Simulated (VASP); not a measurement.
Runs of VASP 6.6.1 on P. The structure is that of space group Fm-3m (No. 225), or close to it. The cells are those of the table. 

```tsv
task	cell	k mesh	cutoff (eV)	gap on the mesh (eV)	pressure (GPa)
relaxation of cell and atoms	relaxed to 72 GPa from a = 2.416 Å, angles 60.0°, 1 atom	19 × 19 × 19	600	none	72.0
single point	a = 2.417 Å, angles 60.0°, 1 atom	19 × 19 × 19	520	none	(a)
single point	a = 2.416 Å, angles 60.0°, 1 atom	19 × 19 × 19	520	none	71.0
single point	a = 2.738 Å, angles 60.0°, 1 atom	17 × 17 × 17	520	none	-0.2
```

Alike in all rows: level PBE; potentials or basis VASP PAW PBE potentials, release 64 (P); no spin polarisation; smearing fermi-dirac 0.08 eV.

Estimate the missing entries.

(a) 70.8.

Caveats: the cell is relaxed towards a set pressure, so the enthalpy falls and the energy may rise (some runs).

A gap of «none» marks levels without a gap at the run's occupations.
